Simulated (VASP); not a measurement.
# Cu (I4/mmm) in VASP: notebook

Cu is run at these levels: PBEsol; tasks: single point.

Everything below comes from runs of VASP 6.6.1. Logs are shortened: lines on timing, memory, paths and dates and some standing lists are left out, and cuts for length are marked.

## (1) The cell of the first run

Symmetry: I4/mmm, No. 139, tetragonal system. Conventional cell: a = 2.492 Å, b = 2.492 Å, c = 3.434 Å, α = 90.00°, β = 90.00°, γ = 90.00°. Cu (site symmetry 4/mmm) has 12 Cu at 2.46 to 2.49 Å within 3.2 Å.

## (2) Single point, PBEsol (strain -0.025 along x and y, -0.050 along z)

The input, INCAR:

```
PREC = Accurate ; ENCUT = 520
EDIFF = 1E-6 ; ISMEAR = 0
SIGMA = 0.15 ; LREAL = False
LASPH = True ; NELM = 60
ALGO = Normal ; ISIF = 2
LWAVE = False ; LCHARG = False
GGA = PS ; NBANDS = 12
```

The input, KPOINTS:

```
Automatic mesh
0
Gamma
  22 22 22
```

The input, POSCAR:

```
Cu
1.0
    0.0000000000      1.7623125000      1.7171250000
    1.7623125000      0.0000000000      1.7171250000
    1.7623125000      1.7623125000      0.0000000000
Cu
1
Direct
    0.0000000000      0.0000000000      0.0000000000
```

Potentials or basis: VASP PAW PBE potentials, release 64 (Cu).

Run with:

```
cat potpaw_PBE.64/Cu/POTCAR > POTCAR
mpirun -np 1 vasp_std > vasp.out
```

OUTCAR:

```text
PREC = Accurate
   ENCUT = 520
   EDIFF = 1E-6
   ISMEAR = 0
   LREAL = False
   LASPH = True
   NELM = 60
   ISIF = 2
   GGA = PS

 ion  position               nearest neighbor table
   1  0.000  0.000  0.000-

  LATTYP: Found a body centered tetragonal cell.
 ALAT       =     2.4922862386
 C/A-ratio  =     1.3779516762

  Lattice vectors:

 A1 = (   0.0000000000,  -1.7623125000,  -1.7171250000)
 A2 = (   0.0000000000,   1.7623125000,  -1.7171250000)
 A3 = (   1.7623125000,   0.0000000000,   1.7171250000)

Analysis of symmetry for initial positions (statically):
=====================================================================
 Subroutine PRICEL returns:
 Original cell was already a primitive cell.

 Routine SETGRP: Setting up the symmetry group for a
 body centered tetragonal supercell.

 Subroutine GETGRP returns: Found 16 space group operations
 (whereof 16 operations were pure point group operations)
 out of a pool of 16 trial point group operations.

The static configuration has the point symmetry D_4h.

Analysis of symmetry for dynamics (positions and initial velocities):
=====================================================================
 Subroutine PRICEL returns:
 Original cell was already a primitive cell.

 Routine SETGRP: Setting up the symmetry group for a
 body centered tetragonal supercell.

 Subroutine GETGRP returns: Found 16 space group operations
 (whereof 16 operations were pure point group operations)
 out of a pool of 16 trial point group operations.

The dynamic configuration has the point symmetry D_4h.

 Subroutine INISYM returns: Found 16 space group operations
 (whereof 16 operations are pure point group operations),
 and found     1 'primitive' translations

----------------------------------------------------------------------------------------

                                     Primitive cell

  volume of cell :      10.6659

  direct lattice vectors                    reciprocal lattice vectors
     0.000000000  1.762312500  1.717125000    -0.283718126  0.283718126  0.291184393
     1.762312500  0.000000000  1.717125000     0.283718126 -0.283718126  0.291184393
     1.762312500  1.762312500  0.000000000     0.283718126  0.283718126 -0.291184393

  length of vectors
     2.460541325  2.460541325  2.492286239     0.495762343  0.495762343  0.495762343

  position of ions in fractional coordinates (direct lattice)
     0.000000000  0.000000000  0.000000000

[... 81 lines left out ...]
   ISIF   =      2    stress and relaxation
   ISYM   =      2    0-nonsym 1-usesym 2-fastsym
   POTIM  = 0.5000    time-step for ionic-motion
   TEBEG  =    0.0;   TEEND  =   0.0 temperature during run
   PSTRESS=    0.0 pullay stress
   NELECT =      11.0000    total number of electrons
   NUPDOWN=      -1.0000    fix difference up-down
   EMIN   =  10.00;   EMAX   =-10.00  energy-range for DOS
   EFERMI =   0.00;   METHOD = LEGACY
   ISMEAR =     0;   SIGMA  =   0.15  broadening in eV -4-tet -1-fermi 0-gaus
   EFERMI_NEDOS =   21; number of points for ismear=-14 and -15
   IALGO  =     38    algorithm
   IMIX   =      4    mixing-type and parameters
     AMIX     =   0.40;   BMIX     =  1.00
     AMIX_MAG =   1.60;   BMIX_MAG =  1.00
  volume/ion in A,a.u.               =      10.67        71.98
  Fermi-wavevector in a.u.,A,eV,Ry     =   1.654016  3.125638 37.222414  2.735770
  Thomas-Fermi vector in A             =   2.742356
   LORBIT       =      0    0 simple, 1 ext, 2 COOP (PROOUT), +10 PAW based schemes
   GGA     = PS    functional components
   LHFCALC =     F    Hartree Fock is set to
   AEXX    =    0.0000 exact exchange contribution
   IVDW    =     0    specifies the selected vdW correction
   LEPSILON=     F    determine dielectric tensor
   LRPA    =     F    only Hartree local field effects (RPA)
 non-spin polarized calculation
 Gauss-broadening in eV      SIGMA  =   0.15
  energy-cutoff  :      520.00
  volume of cell :       10.67
 maximum number of plane-waves:       303
   NGX =  9   NGY =  9   NGZ =  9

 number of electron      10.9999992 magnetization

 Free energy of the ion-electron system (eV)
  ---------------------------------------------------
  ext. energy  EPLUGINS =         0.00000000
  ---------------------------------------------------
  free energy    TOTEN  =        -4.28454986 eV

  energy without entropy =       -4.28182834  energy(sigma->0) =       -4.28318910

 E-fermi :   8.7432     XC(G=0): -13.5140

 val. band max:        8.7411819533   @ k =  -0.3182   0.1818   0.1364
 cond. band min:       8.7632684627   @ k =   0.5000   0.1364   0.3182
 fundamental gap:      0.0220865094
 Fermi energy:         8.7432001609

 k-point     1 :       0.0000    0.0000    0.0000
  band No.  band energies     occupation
      1      -1.4666      2.00000
      2       5.3250      2.00000
      3       5.3250      2.00000
      4       5.4676      2.00000
      5       6.2705      2.00000
      6       6.4152      2.00000
      7      32.1355      0.00000
      8      35.4840      0.00000
      9      35.4840      0.00000
     10      35.6836      0.00000
     11      38.0922      0.00000
     12      38.1940      0.00000
[... 331 lines left out ...]
 k-point    24 :      -0.4545    0.0455    0.0000
  band No.  band energies     occupation
      1       3.0545      2.00000
      2       5.2890      2.00000
      3       5.3782      2.00000
      4       6.5398      2.00000
      5       7.0016      2.00000
      6       7.7236      2.00000
      7      13.3083      0.00000
      8      30.1785      0.00000
      9      31.6530      0.00000
     10      31.7073      0.00000
     11      35.3756      0.00000
     12      36.7966      0.00000

 [... further k-points ...]

------------------------ aborting loop because EDIFF is reached ----------------------------------------

  FORCE on cell =-STRESS in cart. coord.  units (eV):
  Direction    XX          YY          ZZ          XY          YZ          ZX
  --------------------------------------------------------------------------------------
  -------------------------------------------------------------------------------------
  Total        0.7777662      0.7777662      0.8986682      0.0000000      0.0000000      0.0000000
  in kB      116.8320165    116.8320165    134.9932972      0.0000000      0.0000000      0.0000000
  external PRESSURE =     122.8857767 kB  Pullay stress =       0.0000000 kB

 VOLUME and BASIS-vectors are now :
 -----------------------------------------------------------------------------
  energy-cutoff  :      520.00
  volume of cell :       10.67
      direct lattice vectors                 reciprocal lattice vectors
     0.000000000  1.762312500  1.717125000    -0.283718126  0.283718126  0.291184393
     1.762312500  0.000000000  1.717125000     0.283718126 -0.283718126  0.291184393
     1.762312500  1.762312500  0.000000000     0.283718126  0.283718126 -0.291184393

 POSITION                                       TOTAL-FORCE (eV/Angst)
 -----------------------------------------------------------------------------------
      0.00000      0.00000      0.00000         0.000000      0.000000      0.000000
 -----------------------------------------------------------------------------------
    total drift:                                0.000000      0.000000     -0.000000

  FREE ENERGIE OF THE ION-ELECTRON SYSTEM (eV)
  ---------------------------------------------------
  free  energy   TOTEN  =        -4.2845498604 eV

  energy  without entropy=       -4.2818283416  energy(sigma->0) =       -4.28318910
```

It took 56 s on 1 thread of Intel Xeon Platinum 8375C at 2.90GHz (Ice Lake), shared host; peak memory 0.21 GiB.

Results:

* Free energy: -4.2845 eV
* Pressure: 12.3 GPa

Stress tensor (GPa, compression positive):
```
11.68  0.00  0.00
 0.00 11.68  0.00
 0.00  0.00 13.50
```

Caveat: the cell differs from its parent crystal (strain -0.025 along x and y, -0.050 along z); the PAW data sets were made with another functional, which shifts forces and pressure a little.

## (3) Single point, PBEsol (strain -0.050 along x and y, +0.025 along z)

Changes to INCAR since step 2:

```diff
@@ -3,3 +3,3 @@
 SIGMA = 0.15 ; LREAL = False
-LASPH = True ; NELM = 60
+LASPH = True ; NELM = 80
 ALGO = Normal ; ISIF = 2
```

The input, KPOINTS:

```
regular mesh
0
Gamma
  22 22 22
```

The input, POSCAR:

```
Cu
1.0
    0.0000000000      1.7171250000      1.8526875000
    1.7171250000      0.0000000000      1.8526875000
    1.7171250000      1.7171250000      0.0000000000
Cu
1
Direct
    0.0000000000      0.0000000000      0.0000000000
```

Potentials or basis: VASP PAW PBE potentials, release 64 (Cu).

Run with:

```
cat potpaw_PBE.64/Cu/POTCAR > POTCAR
mpirun -np 1 vasp_std > vasp.out
```

Wall time 58 s (1 thread of Intel Xeon Platinum 8375C at 2.90GHz (Ice Lake), shared host); peak memory 0.21 GiB.

The run converged. Its results:

- Free energy: -4.2902 eV
- Pressure: 7.5 GPa

Stress tensor (GPa, compression positive):
```
9.86 0.00 0.00
0.00 9.86 0.00
0.00 0.00 2.69
```

Levels at points of the mesh, in eV from the Fermi level:
```csv
k point,band 2,band 3,band 4,band 5,band 6,band 7,band 8,band 9,band 10,band 11
"(0.00, 0.00, 0.00)",-3.58,-3.14,-3.14,-2.60,-2.16,23.29,26.13,26.62,26.62,28.97
"(0.50, 0.00, 0.00)",-3.54,-3.13,-1.80,-1.65,-1.28,4.15,20.28,23.44,24.60,24.88
"(0.50, 0.50, 0.00)",-4.86,-1.72,-1.59,-1.59,0.30,6.30,14.92,14.92,19.43,22.71
"(0.50, 0.00, 0.50)",-4.87,-1.77,-1.71,-1.41,1.97,8.33,13.01,13.13,17.89,21.04
```

Caveat: the cell differs from its parent crystal (strain -0.050 along x and y, +0.025 along z); the PAW data sets were made with another functional, which shifts forces and pressure a little.

## (4) Single point, PBEsol (strain -0.050 along x and y, +0.050 along z)

The input, INCAR:

```
SYSTEM = Cu
  PREC = Accurate
  ENCUT = 520
  EDIFF = 1E-6
  ISMEAR = 0
  SIGMA = 0.15
  LREAL = .False.
  LASPH = .True.
  NELM = 80
  ALGO = Normal
  ISIF = 2
  LWAVE = .False.
  LCHARG = .False.
  GGA = PS
  NBANDS = 12
```

The input, KPOINTS:

```
Automatic mesh
0
Gamma
  22 22 22
  0 0 0
```

The input, POSCAR:

```
Cu
1.0
    0.0000000000      1.7171250000      1.8978750000
    1.7171250000      0.0000000000      1.8978750000
    1.7171250000      1.7171250000      0.0000000000
Cu
1
Direct
    0.0000000000      0.0000000000      0.0000000000
```

Run with:

```
cat potpaw_PBE.64/Cu/POTCAR > POTCAR
mpirun -np 1 vasp_std > vasp.out
```

It took 60 s on 1 thread of Intel Xeon Platinum 8375C at 2.90GHz (Ice Lake), shared host; peak memory 0.22 GiB.

Results (log left out):

```yaml
Free_energy: -4.2900 eV
Pressure: 3.1 GPa
```

Stress tensor (GPa, compression positive):
```
 6.20  0.00  0.00
 0.00  6.20  0.00
 0.00  0.00 -2.95
```

Levels at points of the mesh, in eV from the Fermi level:
| k point | band 4 | band 5 | band 6 | band 7 | band 8 | band 9 |
| --- | --- | --- | --- | --- | --- | --- |
| (0.00, 0.00, 0.00) | -3.01 | -2.63 | -2.06 | 23.19 | 25.74 | 26.29 |
| (0.50, 0.00, 0.00) | -1.79 | -1.62 | -1.19 | 4.05 | 19.41 | 23.48 |
| (0.50, 0.50, 0.00) | -1.58 | -1.58 | 0.04 | 5.74 | 15.13 | 15.13 |
| (0.50, 0.00, 0.50) | -1.74 | -1.35 | 2.18 | 8.38 | 12.65 | 12.85 |

Caveat: the cell differs from its parent crystal (strain -0.050 along x and y, +0.050 along z); the PAW data sets were made with another functional, which shifts forces and pressure a little.

## (5) Overview

| cell | gap on the mesh (eV) | pressure (GPa) |
| --- | --- | --- |
| a = 2.461, b = 2.461, c = 2.492 Å, angles 59.6, 59.6, 60.9°, 1 atom | none | 12.3 |
| a = 2.526, b = 2.526, c = 2.428 Å, angles 61.3, 61.3, 57.5°, 1 atom | none | 7.5 |
| a = 2.559, b = 2.559, c = 2.428 Å, angles 61.7, 61.7, 56.6°, 1 atom | none | 3.1 |

Alike in all rows: task single point; level PBEsol; potentials or basis VASP PAW PBE potentials, release 64 (Cu); no spin polarisation; k mesh 22 × 22 × 22; cutoff (eV) 520; smearing gaussian 0.15 eV.

Caveats: the PAW data sets were made with another functional, which shifts forces and pressure a little.

Absolute energies hang on the potentials; compare differences alone.
